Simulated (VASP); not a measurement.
# CaW2 (P-3m1) in VASP: single point with PBE

Aim: the single point of CaW2 with PBE.

Everything below comes from runs of VASP 6.6.1. Logs are shortened: lines on timing, memory, paths and dates and some standing lists are left out, and cuts for length are marked.

**1. The cell of the first run**

Symmetry: P-3m1, No. 164, trigonal system. Conventional cell: a = 3.443 Å, b = 3.443 Å, c = 7.431 Å, α = 90.00°, β = 90.00°, γ = 120.00°. Ca (site symmetry -3m) has 6 W at 3.34 Å and 6 Ca at 3.44 Å within 4.4 Å. Within 3.8 Å of W (site symmetry 3m) lie 9 W at 2.87 to 3.44 Å and 3 Ca at 3.34 Å.

**2. Single point, PBE**

File INCAR:

```
ALGO = Normal
EDIFF = 1E-7
ENCUT = 520
GGA = PE
ISIF = 2
ISMEAR = 0
LASPH = T
LCHARG = F
LREAL = F
LWAVE = F
NBANDS = 26
NELM = 60
PREC = Accurate
SIGMA = 0.1
```

File KPOINTS:

```
k-points
0
Gamma
  6 6 4
```

File POSCAR:

```
CaW2
1.0
    3.4433935600      0.0000000000      0.0000000000
   -1.7216967800      2.9820663000      0.0000000000
    0.0000000000      0.0000000000      7.4308940300
Ca W
1 2
Direct
    0.0000000000      0.0000000000      0.5000000000
    0.3333333300      0.6666666700      0.8608505500
    0.6666666700      0.3333333300      0.1391494500
```

Potentials or basis: VASP PAW PBE potentials, release 64 (Ca_sv, W_sv).

Run with:

```bash
$ cat potpaw_PBE.64/Ca_sv/POTCAR potpaw_PBE.64/W_sv/POTCAR > POTCAR
$ mpirun -np 1 vasp_std > vasp.out
```

OUTCAR:

```text
EDIFF = 1E-7
   ENCUT = 520
   GGA = PE
   ISIF = 2
   ISMEAR = 0
   LASPH = T
   LREAL = F
   NELM = 60
   PREC = Accurate

 ion  position               nearest neighbor table
   1  0.000  0.000  0.500-
   2  0.333  0.667  0.861-   3 2.87   3 2.87   3 2.87
   3  0.667  0.333  0.139-   2 2.87   2 2.87   2 2.87

  LATTYP: Found a hexagonal cell.
 ALAT       =     3.4433935600
 C/A-ratio  =     2.1580147318

  Lattice vectors:

 A1 = (   3.4433935600,   0.0000000000,   0.0000000000)
 A2 = (  -1.7216967800,   2.9820663000,   0.0000000000)
 A3 = (   0.0000000000,   0.0000000000,   7.4308940300)

Analysis of symmetry for initial positions (statically):
=====================================================================
 Subroutine PRICEL returns:
 Original cell was already a primitive cell.

 Routine SETGRP: Setting up the symmetry group for a
 hexagonal supercell.

 Subroutine GETGRP returns: Found 12 space group operations
 (whereof 12 operations were pure point group operations)
 out of a pool of 24 trial point group operations.

The static configuration has the point symmetry D_3d.

Analysis of symmetry for dynamics (positions and initial velocities):
=====================================================================
 Subroutine PRICEL returns:
 Original cell was already a primitive cell.

 Routine SETGRP: Setting up the symmetry group for a
 hexagonal supercell.

 Subroutine GETGRP returns: Found 12 space group operations
 (whereof 12 operations were pure point group operations)
 out of a pool of 24 trial point group operations.

The dynamic configuration has the point symmetry D_3d.

 Subroutine INISYM returns: Found 12 space group operations
 (whereof 12 operations are pure point group operations),
 and found     1 'primitive' translations

----------------------------------------------------------------------------------------

                                     Primitive cell

  volume of cell :      76.3036

  direct lattice vectors                    reciprocal lattice vectors
     3.443393560  0.000000000  0.000000000     0.290411184  0.167668975  0.000000000
    -1.721696780  2.982066300  0.000000000     0.000000000  0.335337950  0.000000000
     0.000000000  0.000000000  7.430894030     0.000000000  0.000000000  0.134573309

  length of vectors
     3.443393560  3.443393562  7.430894030     0.335337950  0.335337950  0.134573309

  position of ions in fractional coordinates (direct lattice)
     0.000000000  0.000000000  0.500000000
     0.333333330  0.666666670  0.860850550
     0.666666670  0.333333330  0.139149450

  ion indices of the primitive-cell ions
   primitive index   ion index
                 1           1
                 2           2
                 3           3

----------------------------------------------------------------------------------------

 KPOINTS: k-points

Automatic generation of k-mesh.
 Grid dimensions read from file:
 generate k-points for:    6    6    4

 Generating k-lattice:

  Cartesian coordinates                     Fractional coordinates (reciprocal lattice)
     0.048401864  0.027944829  0.000000000     0.166666667  0.000000000  0.000000000
     0.000000000  0.055889658  0.000000000     0.000000000  0.166666667  0.000000000
     0.000000000  0.000000000  0.033643327     0.000000000  0.000000000  0.250000000

  Length of vectors
     0.055889658  0.055889658  0.033643327

  Shift w.r.t. Gamma in fractional coordinates (k-lattice)
     0.000000000  0.000000000  0.000000000

 Subroutine IBZKPT returns following result:
 ===========================================

 Found     24 irreducible k-points:

 Following reciprocal coordinates:
            Coordinates               Weight
  0.000000  0.000000  0.000000      1.000000
  0.166667  0.000000  0.000000      6.000000
  0.333333  0.000000  0.000000      6.000000
  0.500000  0.000000  0.000000      3.000000
  0.166667  0.166667  0.000000      6.000000
  0.333333  0.166667  0.000000     12.000000
[... 16 lines left out ...]
  0.333333  0.166667  0.500000     12.000000
  0.333333  0.333333  0.500000      2.000000
   k-points           NKPTS =     24   k-points in BZ     NKDIM =     24   number of bands    NBANDS=     26
   number of dos      NEDOS =    301   number of ions     NIONS =      3
   total plane-waves  NPLWV =  43904
   dimension x,y,z NGX =    28 NGY =   28 NGZ =   56
   dimension x,y,z NGXF=    56 NGYF=   56 NGZF=  112
   ions per type =               1   2
   NGX,Y,Z   is equivalent  to a cutoff of  13.52, 13.52, 12.53 a.u.
   NGXF,Y,Z  is equivalent  to a cutoff of  27.04, 27.04, 25.06 a.u.
 SYSTEM =  unknown system
   PREC   = accura    normal or accurate (medium, high low for compatibility)
   ISTART =      0    job   : 0-new  1-cont  2-samecut
   ICHARG =      2    charge: 1-file 2-atom 10-const
   ISPIN  =      1    spin polarized calculation?
   LNONCOLLINEAR =      F non collinear calculations
   LSORBIT =      F    spin-orbit coupling
   LASPH  =      T    aspherical Exc in radial PAW
   ENCUT  =  520.0 eV  38.22 Ry    6.18 a.u.   6.40  6.40 13.82*2*pi/ulx,y,z
   NELM   =     60;   NELMIN=  2; NELMDL= -5     # of ELM steps
   EDIFF  = 0.1E-06   stopping-criterion for ELM
   LREAL  =      F    real-space projection
   EDIFFG = 0.1E-05   stopping-criterion for IOM
   NSW    =      0    number of steps for IOM
   IBRION =     -1    ionic relax: 0-MD 1-quasi-New 2-CG
   NFREE  =      0    steps in history (QN), initial steepest desc. (CG)
   ISIF   =      2    stress and relaxation
   ISYM   =      2    0-nonsym 1-usesym 2-fastsym
   POTIM  = 0.5000    time-step for ionic-motion
   TEBEG  =    0.0;   TEEND  =   0.0 temperature during run
   PSTRESS=    0.0 pullay stress
   NELECT =      38.0000    total number of electrons
   NUPDOWN=      -1.0000    fix difference up-down
   EMIN   =  10.00;   EMAX   =-10.00  energy-range for DOS
   EFERMI =   0.00;   METHOD = LEGACY
   ISMEAR =     0;   SIGMA  =   0.10  broadening in eV -4-tet -1-fermi 0-gaus
   EFERMI_NEDOS =   21; number of points for ismear=-14 and -15
   IALGO  =     38    algorithm
   IMIX   =      4    mixing-type and parameters
     AMIX     =   0.40;   BMIX     =  1.00
     AMIX_MAG =   1.60;   BMIX_MAG =  1.00
  volume/ion in A,a.u.               =      25.43       171.64
  Fermi-wavevector in a.u.,A,eV,Ry     =   1.297640  2.452185 22.910450  1.683871
  Thomas-Fermi vector in A             =   2.429020
   LORBIT       =      0    0 simple, 1 ext, 2 COOP (PROOUT), +10 PAW based schemes
   GGA     = PE    functional components
   LHFCALC =     F    Hartree Fock is set to
   AEXX    =    0.0000 exact exchange contribution
   IVDW    =     0    specifies the selected vdW correction
   LEPSILON=     F    determine dielectric tensor
   LRPA    =     F    only Hartree local field effects (RPA)
 non-spin polarized calculation
 Gauss-broadening in eV      SIGMA  =   0.10
  energy-cutoff  :      520.00
  volume of cell :       76.30
 maximum number of plane-waves:      2073
 NGX is ok and might be reduce to    28
   NGX = 13   NGY = 13   NGZ = 27

 number of electron      37.9999998 magnetization

 Free energy of the ion-electron system (eV)
  ---------------------------------------------------
  ext. energy  EPLUGINS =         0.00000000
  ---------------------------------------------------
  free energy    TOTEN  =       -23.51781522 eV

  energy without entropy =      -23.50455309  energy(sigma->0) =      -23.51118416

 E-fermi :   5.1350     XC(G=0): -10.4975

 val. band max:        5.1031903251   @ k =   0.3333   0.1667   0.0000
 cond. band min:       5.1791944311   @ k =   0.1667   0.0000   0.2500
 fundamental gap:      0.0760041060
 Fermi energy:         5.1350384857

 k-point     1 :       0.0000    0.0000    0.0000
  band No.  band energies     occupation
      1     -69.0443      2.00000
      2     -68.9983      2.00000
      3     -35.5325      2.00000
      4     -33.2835      2.00000
      5     -33.1395      2.00000
      6     -33.1395      2.00000
[... 18 lines left out ...]
     25       7.6742      0.00000
     26       7.6742      0.00000

 k-point     2 :       0.1667    0.0000    0.0000
  band No.  band energies     occupation
      1     -69.0405      2.00000
      2     -68.9999      2.00000
      3     -35.5199      2.00000
      4     -33.2817      2.00000
      5     -33.1843      2.00000
      6     -33.1541      2.00000
[... 18 lines left out ...]
     25       7.6580      0.00000
     26       8.3774      0.00000

 k-point     3 :       0.3333    0.0000    0.0000
  band No.  band energies     occupation
      1     -69.0312      2.00000
      2     -69.0047      2.00000
      3     -35.4947      2.00000
      4     -33.2925      2.00000
      5     -33.2605      2.00000
      6     -33.1815      2.00000
[... 18 lines left out ...]
     25       7.4813      0.00000
     26       8.4311      0.00000

 k-point     4 :       0.5000    0.0000    0.0000
  band No.  band energies     occupation
      1     -69.0245      2.00000
      2     -69.0092      2.00000
      3     -35.4821      2.00000
      4     -33.3111      2.00000
      5     -33.2888      2.00000
      6     -33.1944      2.00000
[... 18 lines left out ...]
     25       7.7580      0.00000
     26       8.3742      0.00000

 k-point     5 :       0.1667    0.1667    0.0000
  band No.  band energies     occupation
      1     -69.0338      2.00000
      2     -69.0032      2.00000
      3     -35.5010      2.00000
      4     -33.2857      2.00000
      5     -33.2337      2.00000
      6     -33.1867      2.00000
[... 18 lines left out ...]
     25       7.8188      0.00000
     26       7.8609      0.00000

 k-point     6 :       0.3333    0.1667    0.0000
  band No.  band energies     occupation
      1     -69.0245      2.00000
      2     -69.0091      2.00000
      3     -35.4821      2.00000
      4     -33.2971      2.00000
      5     -33.2773      2.00000
      6     -33.2167      2.00000
[... 427 lines left out ...]
 k-point    21 :       0.5000    0.0000    0.5000
  band No.  band energies     occupation
      1     -69.0245      2.00000
      2     -69.0092      2.00000
      3     -35.4821      2.00000
      4     -33.3113      2.00000
      5     -33.2882      2.00000
      6     -33.1944      2.00000
[... 18 lines left out ...]
     25       7.9103      0.00000
     26       8.3627      0.00000

 k-point    22 :       0.1667    0.1667    0.5000
  band No.  band energies     occupation
      1     -69.0338      2.00000
      2     -69.0032      2.00000
      3     -35.5010      2.00000
      4     -33.2859      2.00000
      5     -33.2332      2.00000
      6     -33.1870      2.00000
[... 18 lines left out ...]
     25       7.8668      0.00000
     26       8.3539      0.00000

 k-point    23 :       0.3333    0.1667    0.5000
  band No.  band energies     occupation
      1     -69.0245      2.00000
      2     -69.0092      2.00000
      3     -35.4821      2.00000
      4     -33.2971      2.00000
      5     -33.2770      2.00000
      6     -33.2169      2.00000
[... 18 lines left out ...]
     25       8.1235      0.00000
     26       8.3913      0.00000

 k-point    24 :       0.3333    0.3333    0.5000
  band No.  band energies     occupation
      1     -69.0163      2.00000
      2     -69.0163      2.00000
      3     -35.4757      2.00000
      4     -33.2776      2.00000
      5     -33.2776      2.00000
      6     -33.2604      2.00000
[... 18 lines left out ...]
     25       8.0976      0.00000
     26       8.0976      0.00000

------------------------ aborting loop because EDIFF is reached ----------------------------------------

  FORCE on cell =-STRESS in cart. coord.  units (eV):
  Direction    XX          YY          ZZ          XY          YZ          ZX
  --------------------------------------------------------------------------------------
  -------------------------------------------------------------------------------------
  Total       -9.7978994     -9.7978994    -10.4625082      0.0000000      0.0000000      0.0000000
  in kB     -205.7304302   -205.7304304   -219.6854869      0.0000000      0.0000000      0.0000000
  external PRESSURE =    -210.3821158 kB  Pullay stress =       0.0000000 kB

 VOLUME and BASIS-vectors are now :
 -----------------------------------------------------------------------------
  energy-cutoff  :      520.00
  volume of cell :       76.30
      direct lattice vectors                 reciprocal lattice vectors
     3.443393560  0.000000000  0.000000000     0.290411184  0.167668975  0.000000000
    -1.721696780  2.982066300  0.000000000     0.000000000  0.335337950  0.000000000
     0.000000000  0.000000000  7.430894030     0.000000000  0.000000000  0.134573309

 POSITION                                       TOTAL-FORCE (eV/Angst)
 -----------------------------------------------------------------------------------
      0.00000      0.00000      3.71545        -0.000000      0.000000      0.000000
     -0.00000      1.98804      6.39689         0.000000      0.000000      4.247802
      1.72170      0.99402      1.03400        -0.000000     -0.000000     -4.247802
 -----------------------------------------------------------------------------------
    total drift:                               -0.000000     -0.000000      0.000000

  FREE ENERGIE OF THE ION-ELECTRON SYSTEM (eV)
  ---------------------------------------------------
  free  energy   TOTEN  =       -23.5178152220 eV

  energy  without entropy=      -23.5045530947  energy(sigma->0) =      -23.51118416
```

Wall time 36 s (1 thread of AMD EPYC 9R14 (Zen 4), shared host); peak memory 0.19 GiB.

Results:

```yaml
Free_energy: -23.5178 eV
Pressure: -21.0 GPa
Largest_force: 4.248 eV/Å
Band_gap_on_the_k_mesh: zero (band 19 reaches 5.21 eV, above the bottom of band 20 at 4.41 eV)
```

Forces in eV/Å, atoms in the order of the input:
```
Ca   0.000  0.000  0.000
W    0.000  0.000  4.248
W    0.000  0.000 -4.248
```

Caveat: spin-orbit coupling is left out, which moves the levels of the heavy elements; forces of over 1 eV/Å act on the atoms, so gaps and moduli don't describe the material at rest.
